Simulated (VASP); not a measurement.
Wanted: the native input for a VASP 6.6.1 run.

```
Task                   : single point
Functional             : LDA
Potentials or basis    : VASP PAW LDA potentials, release 64 (B)
Cutoff                 : 520 eV
k mesh                 : 21 × 21 × 21
Occupations            : fermi-dirac, width 0.1 eV
Spin                   : no spin polarisation
Dipole correction      : no
Further INCAR settings : ALGO = Normal; EDIFF = 1e-06; NBANDS = 8
```

The structure of B lies in POSCAR:

```
B
1.0
    0.0000000000      1.3786568357      1.3786568357
    1.3786568357      0.0000000000      1.3786568357
    1.3786568357      1.3786568357      0.0000000000
B
1
Direct
    0.0000000000      0.0000000000      0.0000000000
```

This cell differs from its parent crystal: volume scaled by 0.92.

The input as run:

INCAR

```
PREC = Accurate
ENCUT = 520
EDIFF = 1E-6
ISMEAR = -1
SIGMA = 0.1
LREAL = False
LASPH = True
NELM = 60
ALGO = Normal
ISIF = 2
LWAVE = False
LCHARG = False
GGA = CA
NBANDS = 8
```

KPOINTS

```
Automatic mesh
0
Gamma
  21 21 21
```

Potentials or basis: VASP PAW LDA potentials, release 64 (B).

Command:

```bash
$ cat potpaw_LDA.64/B/POTCAR > POTCAR
$ mpirun -np 1 vasp_std > vasp.out
```

Results of the run:

- Pressure: 28.9 GPa

It took 2.6 s on 1 thread of Intel(R) Xeon(R) 6975P-C (Granite Rapids) (shared host), peak memory 0.11 GiB.
